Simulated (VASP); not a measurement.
## Sn2TeO3: relaxation of cell and atoms with PBE

Crystal: Sn2TeO3.

```
Sn Te O
1.0
     3.55350    0.00000    0.00000
     0.00000    3.55350    0.00000
     0.00000    0.00000   11.25220
Sn Te O
2 1 3
Direct
  0.00000 0.00000 0.33344
  0.00000 0.00000 0.66656
  0.00000 0.00000 0.00000
  0.50000 0.50000 0.17872
  0.50000 0.50000 0.50000
  0.50000 0.50000 0.82128
```

The cell was generated, and may not be a known phase.

```
Program                : VASP 6.6.1
Task                   : relaxation of cell and atoms
Functional             : PBE
Potentials or basis    : VASP PAW PBE potentials, release 64 (Sn_d, Te, O)
Cutoff                 : 600 eV
k mesh                 : 6 × 6 × 2
Occupations            : gaussian, width 0.1 eV
Spin                   : no spin polarisation
Dipole correction      : no
Further INCAR settings : ALGO = Normal; EDIFF = 1e-06; IBRION = 2; EDIFFG = -0.04; NSW = 90; ISIF = 3
```

The relaxed volume is 19.30 Å³/atom, the relaxed cell is a = 3.013 Å, b = 3.013 Å, c = 12.755 Å, α = 90.00°, β = 90.00°, γ = 90.00° and the space group after relaxing (to 0.1 Å) is P4/mmm (No. 123). The energy gained by relaxing is 833.5 meV/atom. The ionic steps are 41 and the pressure after relaxing is 0.0 GPa. The largest force after relaxing is 0.010 eV/Å. The band gap on the k mesh is zero (bands 26 and 27 overlap by 1.19 eV).

Forces in eV/Å, atoms in the order of the input:
```
Sn   0.000  0.000 -0.010
Sn   0.000  0.000  0.010
Te   0.000  0.000  0.000
O    0.000  0.000  0.009
O    0.000  0.000  0.000
O    0.000  0.000 -0.009
```

Stress tensor (GPa, compression positive):
```
 0.00  0.00  0.00
 0.00  0.00  0.00
 0.00  0.00 -0.08
```

The path:
| step | energy change (eV) | largest force (eV/Å) | pressure (GPa) | volume (Å³) |
| --- | --- | --- | --- | --- |
| 1 | 0.0000 | 0.6767 | -16.03 | 142.09 |
| 3 | -3.9102 | 0.6901 | -0.12 | 91.99 |
| 5 | -3.9564 | 0.6257 | 1.03 | 91.09 |
| 7 | -4.4088 | 0.7953 | 3.36 | 90.69 |
| 9 | -4.5920 | 0.2554 | 5.65 | 90.48 |
| 11 | -4.6326 | 0.3425 | 6.13 | 91.14 |
| 13 | -4.6845 | 0.6563 | 1.32 | 98.07 |
| 15 | -4.7297 | 0.4867 | 1.95 | 96.34 |
| 17 | -4.7417 | 0.4700 | -3.55 | 101.95 |
| 19 | -4.7945 | 0.1995 | -0.69 | 98.91 |
| 21 | -4.8049 | 0.2376 | 0.52 | 98.09 |
| 23 | -4.8285 | 0.3274 | 0.13 | 99.05 |
| 25 | -4.8225 | 0.8900 | -0.97 | 103.36 |
| 27 | -4.8571 | 0.5162 | -0.33 | 101.22 |
| 29 | -4.8951 | 0.4496 | 0.75 | 102.12 |
| 31 | -4.9207 | 0.3250 | 2.32 | 104.00 |
| 33 | -4.9871 | 0.1654 | 1.08 | 110.89 |
| 35 | -4.9982 | 0.0831 | 0.69 | 115.56 |
| 37 | -5.0005 | 0.0668 | 0.21 | 115.61 |
| 39 | -5.0007 | 0.0798 | 0.00 | 115.72 |
| 41 | -5.0012 | 0.0100 | -0.03 | 115.81 |

Final structure:
```xyz
6
Lattice="3.0133 0.0000 0.0000 0.0000 3.0133 0.0000 0.0000 0.0000 12.7549" Properties=species:S:1:pos:R:3 pbc="T T T"
Sn    0.0000    0.0000    4.6739
Sn    0.0000    0.0000    8.0810
Te    0.0000    0.0000    0.0000
O     1.5066    1.5066    3.7471
O     1.5066    1.5066    6.3774
O     1.5066    1.5066    9.0078
```

Levels at points of the mesh, in eV from the Fermi level:
```
           k point  band 24  band 25  band 26  band 27  band 28  band 29
(0.00, 0.00, 0.00)    -1.55    -1.52    -1.13     1.34     3.07     3.07
(0.50, 0.00, 0.00)    -1.25    -1.11    -0.38     1.47     2.04     3.23
(0.50, 0.50, 0.00)    -3.20    -2.21    -2.12    -1.01     0.99     2.56
(0.00, 0.00, 0.50)    -1.55    -1.55    -1.19     1.42     3.07     3.07
(0.50, 0.00, 0.50)    -1.23    -1.05    -0.45     1.48     2.00     3.29
(0.50, 0.50, 0.50)    -3.20    -2.21    -2.11    -1.01     0.95     2.64
```

Wall time 22 min on 1 thread of Intel(R) Xeon(R) 6975P-C (Granite Rapids) (shared host), peak memory 0.34 GiB.

Caveat: the volume moved by over 15 % at a fixed basis, so the end points are rough; spin-orbit coupling is left out, which moves the levels of the heavy elements.
